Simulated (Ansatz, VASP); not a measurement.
**One calculation of NaI, two programs**

The input INCAR:

```
ALGO = Normal ; EDIFF = 1E-7
ENCUT = 520 ; GGA = PE
ISIF = 2 ; ISMEAR = 0
LASPH = True ; LCHARG = False
LREAL = False ; LWAVE = False
NBANDS = 14 ; NELM = 60
PREC = Accurate ; SIGMA = 0.05
```

KPOINTS

```
k-points
0
Gamma
  6 6 6
```

File POSCAR:

```
NaI
1.0
    0.0000000000      3.1878540000      3.2849460000
    3.1878540000      0.0000000000      3.2849460000
    3.1878540000      3.1878540000      0.0000000000
Na I
1 1
Direct
    0.0000000000      0.0000000000      0.0000000000
    0.5000000000      0.5000000000      0.5000000000
```

Input for Ansatz:

```yaml
crystal:
  lattice:
    - [0.0, 3.187854, 3.284946]
    - [3.187854, 0.0, 3.284946]
    - [3.187854, 3.187854, 0.0]
  atoms:
    - { symbol: Na, position: [0.0, 0.0, 0.0] }
    - { symbol: I, position: [0.5, 0.5, 0.5] }
basis:
  ecutwfc: 420
kpoints:
  mp_grid: { grid: [6, 6, 6] }
hamiltonian:
  xc: pbe
scf:
  occupations: { method: gaussian, width: 0.05 }
output:
  forces: true
  stress: true
  eigenvalues: true
```

Change from the starting cell: strain -0.015 along x and y, +0.015 along z, atoms carried along.

Alike in both runs: task single point; functional PBE; k mesh 6 × 6 × 6; occupations gaussian, width 0.05 eV; no spin polarisation.

|  | VASP | Ansatz |
| --- | --- | --- |
| version | VASP 6.6.1 | Ansatz 0.2.0 |
| potentials or method | VASP PAW PBE potentials, release 64 (Na_pv, I), cutoff 520 eV | scalar-relativistic, plane waves, PAW |
| valence electrons in the cell | 14 | 26 |

VASP gave:

* gap on the k mesh at the Fermi level (eV): 3.66
* least direct gap on the mesh (eV): 3.66
* pressure (GPa): 0.7
* traceless stress, the component that is largest in VASP (GPa): -0.53

Estimate Ansatz's values.

gap on the k mesh at the Fermi level (eV): 3.67; least direct gap on the mesh (eV): 3.67; pressure (GPa): 0.7; traceless stress, the component that is largest in VASP (GPa): -0.53.

With one functional, cell and mesh, what is left measures potentials, basis and numerics. VASP's potentials hold 14 valence electrons a cell and Ansatz's 26, so a difference there can come from the potentials and not from the codes.

Spin-orbit coupling is off throughout.
